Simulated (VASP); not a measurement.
# P in VASP: further runs

The runs below take P through single point, with r2SCAN.

All numbers are computed with VASP 6.6.1; they aren't measurements. Logs are shortened: lines on timing, memory, paths and dates and some standing lists are left out, and cuts for length are marked.

### 1 The cell of the first run

Symmetry: Pm-3m, No. 221, cubic system. Conventional cell: a = 2.436 Å, b = 2.436 Å, c = 2.436 Å, α = 90.00°, β = 90.00°, γ = 90.00°. Within 3.2 Å of P (site symmetry m-3m) lie 6 P at 2.44 Å.

### 2 Single point, r2SCAN

Contents of POSCAR:

```
P
1.0
    2.4361018347      0.0000000000      0.0000000000
    0.0000000000      2.4361018347      0.0000000000
    0.0000000000      0.0000000000      2.4361018347
P
1
Direct
    0.0000000000      0.0000000000      0.0000000000
```

Contents of INCAR.step1:

```
SYSTEM = P
  ALGO = Normal
  EDIFF = 1E-4
  ENCUT = 520
  GGA = PE
  ISMEAR = 0
  LASPH = .TRUE.
  LCHARG = .FALSE.
  LREAL = .FALSE.
  LWAVE = .TRUE.
  NBANDS = 8
  NELM = 60
  PREC = Accurate
  SIGMA = 0.1
```

Contents of INCAR.step2:

```
SYSTEM = P
  ALGO = Normal
  EDIFF = 1E-6
  ENCUT = 520
  ISIF = 2
  ISMEAR = 0
  ISTART = 1
  LASPH = .TRUE.
  LCHARG = .FALSE.
  LMIXTAU = .TRUE.
  LREAL = .FALSE.
  LWAVE = .FALSE.
  METAGGA = R2SCAN
  NBANDS = 8
  NELM = 60
  PREC = Accurate
  SIGMA = 0.1
```

Contents of KPOINTS:

```
k-points
0
G
  22 22 22
  0 0 0
```

Potentials or basis: VASP PAW PBE potentials, release 64 (P).

Run with:

```
cat potpaw_PBE.64/P/POTCAR > POTCAR
cp INCAR.step1 INCAR
mpirun -np 1 vasp_std > vasp.out
cp INCAR.step2 INCAR
mpirun -np 1 vasp_std > vasp.out
```

OUTCAR:

```text
SYSTEM = P
   EDIFF = 1E-6
   ENCUT = 520
   ISIF = 2
   ISMEAR = 0
   ISTART = 1
   LASPH = .TRUE.
   LREAL = .FALSE.
   METAGGA = R2SCAN
   NELM = 60
   PREC = Accurate

 ion  position               nearest neighbor table
   1  0.000  0.000  0.000-

  LATTYP: Found a simple cubic cell.
 ALAT       =     2.4361018347

  Lattice vectors:

 A1 = (   2.4361018347,   0.0000000000,   0.0000000000)
 A2 = (   0.0000000000,   2.4361018347,   0.0000000000)
 A3 = (   0.0000000000,   0.0000000000,   2.4361018347)

Analysis of symmetry for initial positions (statically):
=====================================================================
 Subroutine PRICEL returns:
 Original cell was already a primitive cell.

 Routine SETGRP: Setting up the symmetry group for a
 simple cubic supercell.

 Subroutine GETGRP returns: Found 48 space group operations
 (whereof 48 operations were pure point group operations)
 out of a pool of 48 trial point group operations.

The static configuration has the point symmetry O_h .

Analysis of symmetry for dynamics (positions and initial velocities):
=====================================================================
 Subroutine PRICEL returns:
 Original cell was already a primitive cell.

 Routine SETGRP: Setting up the symmetry group for a
 simple cubic supercell.

 Subroutine GETGRP returns: Found 48 space group operations
 (whereof 48 operations were pure point group operations)
 out of a pool of 48 trial point group operations.

The dynamic configuration has the point symmetry O_h .

 Subroutine INISYM returns: Found 48 space group operations
 (whereof 48 operations are pure point group operations),
 and found     1 'primitive' translations

----------------------------------------------------------------------------------------

                                     Primitive cell

  volume of cell :      14.4573

  direct lattice vectors                    reciprocal lattice vectors
     2.436101835  0.000000000  0.000000000     0.410491871  0.000000000  0.000000000
     0.000000000  2.436101835  0.000000000     0.000000000  0.410491871  0.000000000
     0.000000000  0.000000000  2.436101835     0.000000000  0.000000000  0.410491871

  length of vectors
     2.436101835  2.436101835  2.436101835     0.410491871  0.410491871  0.410491871

  position of ions in fractional coordinates (direct lattice)
     0.000000000  0.000000000  0.000000000

  ion indices of the primitive-cell ions
   primitive index   ion index
                 1           1

----------------------------------------------------------------------------------------

 KPOINTS: k-points

Automatic generation of k-mesh.
 Grid dimensions read from file:
 generate k-points for:   22   22   22

 Generating k-lattice:

  Cartesian coordinates                     Fractional coordinates (reciprocal lattice)
     0.018658721  0.000000000  0.000000000     0.045454545  0.000000000  0.000000000
     0.000000000  0.018658721  0.000000000     0.000000000  0.045454545  0.000000000
     0.000000000  0.000000000  0.018658721     0.000000000  0.000000000  0.045454545

  Length of vectors
     0.018658721  0.018658721  0.018658721

  Shift w.r.t. Gamma in fractional coordinates (k-lattice)
     0.000000000  0.000000000  0.000000000

 Subroutine IBZKPT returns following result:
 ===========================================

 Found    364 irreducible k-points:

 Following reciprocal coordinates:
            Coordinates               Weight
  0.000000  0.000000  0.000000      1.000000
  0.045455  0.000000  0.000000      6.000000
  0.090909  0.000000  0.000000      6.000000
  0.136364  0.000000  0.000000      6.000000
  0.181818  0.000000  0.000000      6.000000
  0.227273  0.000000  0.000000      6.000000
[... 16 lines left out ...]
  0.500000  0.045455  0.000000     12.000000
  0.090909  0.090909  0.000000     12.000000
 [... further k-points ...]
   k-points           NKPTS =    364   k-points in BZ     NKDIM =    364   number of bands    NBANDS=      8
   number of dos      NEDOS =    301   number of ions     NIONS =      1
   total plane-waves  NPLWV =   5832
   dimension x,y,z NGX =    18 NGY =   18 NGZ =   18
   dimension x,y,z NGXF=    36 NGYF=   36 NGZF=   36
   ions per type =               1
   NGX,Y,Z   is equivalent  to a cutoff of  12.28, 12.28, 12.28 a.u.
   NGXF,Y,Z  is equivalent  to a cutoff of  24.57, 24.57, 24.57 a.u.
 SYSTEM =  P
   PREC   = accura    normal or accurate (medium, high low for compatibility)
   ISTART =      1    job   : 0-new  1-cont  2-samecut
   ICHARG =      0    charge: 1-file 2-atom 10-const
   ISPIN  =      1    spin polarized calculation?
   LNONCOLLINEAR =      F non collinear calculations
   LSORBIT =      F    spin-orbit coupling
   LASPH  =      T    aspherical Exc in radial PAW
   ENCUT  =  520.0 eV  38.22 Ry    6.18 a.u.   4.53  4.53  4.53*2*pi/ulx,y,z
   NELM   =     60;   NELMIN=  2; NELMDL=  0     # of ELM steps
   EDIFF  = 0.1E-05   stopping-criterion for ELM
   LREAL  =      F    real-space projection
   EDIFFG = 0.1E-04   stopping-criterion for IOM
   NSW    =      0    number of steps for IOM
   IBRION =     -1    ionic relax: 0-MD 1-quasi-New 2-CG
   NFREE  =      0    steps in history (QN), initial steepest desc. (CG)
   ISIF   =      2    stress and relaxation
   ISYM   =      2    0-nonsym 1-usesym 2-fastsym
   POTIM  = 0.5000    time-step for ionic-motion
   TEBEG  =    0.0;   TEEND  =   0.0 temperature during run
   PSTRESS=    0.0 pullay stress
   NELECT =       5.0000    total number of electrons
   NUPDOWN=      -1.0000    fix difference up-down
   EMIN   =  10.00;   EMAX   =-10.00  energy-range for DOS
   EFERMI =   0.00;   METHOD = LEGACY
   ISMEAR =     0;   SIGMA  =   0.10  broadening in eV -4-tet -1-fermi 0-gaus
   EFERMI_NEDOS =   21; number of points for ismear=-14 and -15
   IALGO  =     38    algorithm
   IMIX   =      4    mixing-type and parameters
     AMIX     =   0.40;   BMIX     =  1.00
     AMIX_MAG =   1.60;   BMIX_MAG =  1.00
  volume/ion in A,a.u.               =      14.46        97.56
  Fermi-wavevector in a.u.,A,eV,Ry     =   1.149131  2.171542 17.966509  1.320501
  Thomas-Fermi vector in A             =   2.285802
   LORBIT       =      0    0 simple, 1 ext, 2 COOP (PROOUT), +10 PAW based schemes
   METAGGA = R2SCAN    functional components
   LHFCALC =     F    Hartree Fock is set to
   AEXX    =    0.0000 exact exchange contribution
   IVDW    =     0    specifies the selected vdW correction
   LEPSILON=     F    determine dielectric tensor
   LRPA    =     F    only Hartree local field effects (RPA)
 non-spin polarized calculation
 Gauss-broadening in eV      SIGMA  =   0.10
  energy-cutoff  :      520.00
  volume of cell :       14.46
 maximum number of plane-waves:       403
   NGX =  9   NGY =  9   NGZ =  9

 number of electron       4.9999998 magnetization

 Free energy of the ion-electron system (eV)
  ---------------------------------------------------
  ext. energy  EPLUGINS =         0.00000000
  ---------------------------------------------------
  free energy    TOTEN  =        -8.82034157 eV

  energy without entropy =       -8.81915722  energy(sigma->0) =       -8.81974940

 E-fermi :   9.6745     XC(G=0): -11.9056

 val. band max:        9.6415910112   @ k =   0.3182   0.2273   0.0909
 cond. band min:       9.6977071391   @ k =   0.5000   0.2727   0.2727
 fundamental gap:      0.0561161279
 Fermi energy:         9.6744922935

 k-point     1 :       0.0000    0.0000    0.0000
  band No.  band energies     occupation
      1      -7.7013      2.00000
      2      15.0766      0.00000
      3      15.0766      0.00000
      4      15.0766      0.00000
      5      16.8620      0.00000
      6      16.8620      0.00000
      7      25.3811      0.00000
      8      35.7045      0.00000

 k-point     2 :       0.0455    0.0000    0.0000
  band No.  band energies     occupation
      1      -7.6515      2.00000
      2      13.9665      0.00000
      3      15.1165      0.00000
      4      15.1165      0.00000
      5      16.9013      0.00000
      6      17.9226      0.00000
      7      25.5414      0.00000
      8      35.2965      0.00000

 k-point     3 :       0.0909    0.0000    0.0000
  band No.  band energies     occupation
      1      -7.5022      2.00000
      2      12.2775      0.00000
      3      15.2354      0.00000
      4      15.2354      0.00000
      5      17.0182      0.00000
      6      19.4396      0.00000
      7      26.0396      0.00000
      8      34.2727      0.00000

 k-point     4 :       0.1364    0.0000    0.0000
  band No.  band energies     occupation
      1      -7.2544      2.00000
      2      10.5573      0.00000
      3      15.4315      0.00000
      4      15.4315      0.00000
      5      17.2092      0.00000
      6      20.8171      0.00000
      7      26.9039      0.00000
      8      32.9551      0.00000

 k-point     5 :       0.1818    0.0000    0.0000
  band No.  band energies     occupation
      1      -6.9099      2.00000
      2       8.8748      2.00000
      3      15.7011      0.00000
      4      15.7011      0.00000
      5      17.4681      0.00000
      6      21.9733      0.00000
      7      28.1009      0.00000
      8      31.5448      0.00000
[... 177 lines left out ...]
 k-point    22 :       0.4545    0.0455    0.0000
  band No.  band energies     occupation
      1      -3.3484      2.00000
      2       0.9800      2.00000
      3      17.0128      0.00000
      4      18.0471      0.00000
      5      20.3217      0.00000
      6      24.1428      0.00000
      7      25.1507      0.00000
      8      27.7367      0.00000

 k-point    23 :       0.5000    0.0455    0.0000
  band No.  band energies     occupation
      1      -3.0869      2.00000
      2       0.6245      2.00000
      3      17.1219      0.00000
      4      18.1586      0.00000
      5      20.4114      0.00000
      6      23.9530      0.00000
      7      24.9488      0.00000
      8      28.2582      0.00000

 k-point    24 :       0.0909    0.0909    0.0000
  band No.  band energies     occupation
      1      -7.3031      2.00000
      2      11.9812      0.00000
      3      13.0299      0.00000
      4      15.3939      0.00000
      5      18.5017      0.00000
      6      20.6701      0.00000
      7      26.5267      0.00000
      8      32.7587      0.00000

 [... further k-points ...]
[... 5 lines left out ...]
  --------------------------------------------------------------------------------------
  -------------------------------------------------------------------------------------
  Total       -0.0446553     -0.0446553     -0.0446553     -0.0000000      0.0000000      0.0000000
  in kB       -4.9487737     -4.9487737     -4.9487737     -0.0000000      0.0000000      0.0000000
  external PRESSURE =      -4.9487737 kB  Pullay stress =       0.0000000 kB

 VOLUME and BASIS-vectors are now :
 -----------------------------------------------------------------------------
  energy-cutoff  :      520.00
  volume of cell :       14.46
      direct lattice vectors                 reciprocal lattice vectors
     2.436101835  0.000000000  0.000000000     0.410491871  0.000000000  0.000000000
     0.000000000  2.436101835  0.000000000     0.000000000  0.410491871  0.000000000
     0.000000000  0.000000000  2.436101835     0.000000000  0.000000000  0.410491871

 POSITION                                       TOTAL-FORCE (eV/Angst)
 -----------------------------------------------------------------------------------
      0.00000      0.00000      0.00000         0.000000      0.000000      0.000000
 -----------------------------------------------------------------------------------
    total drift:                                0.000000     -0.000000      0.000000

  FREE ENERGIE OF THE ION-ELECTRON SYSTEM (eV)
  ---------------------------------------------------
  free  energy   TOTEN  =        -8.8203415744 eV

  energy  without entropy=       -8.8191572220  energy(sigma->0) =       -8.81974940
```

Run time: 76 s. Hardware: 1 thread of Intel Xeon Platinum 8375C at 2.90GHz (Ice Lake), shared host; peak memory 0.14 GiB.

Results:

```yaml
Free_energy: -8.8203 eV
Pressure: -0.5 GPa
```

Levels at points of the mesh, in eV from the Fermi level:
| k point | band 1 | band 2 | band 3 | band 4 | band 5 | band 6 | band 7 | band 8 |
| --- | --- | --- | --- | --- | --- | --- | --- | --- |
| (0.00, 0.00, 0.00) | -17.38 | 5.40 | 5.40 | 5.40 | 7.19 | 7.19 | 15.71 | 26.03 |
| (0.50, 0.00, 0.00) | -12.81 | -9.09 | 8.45 | 8.45 | 9.84 | 15.23 | 15.23 | 17.99 |
| (0.50, 0.50, 0.00) | -7.78 | -5.59 | -5.59 | 1.30 | 11.31 | 17.90 | 17.90 | 18.28 |
| (0.50, 0.50, 0.50) | -2.36 | -2.36 | -2.36 | -1.36 | 5.07 | 5.07 | 5.07 | 11.95 |

Caveat: the PAW data sets were made with another functional, which shifts forces and pressure a little.

[end of part 1 of 2]
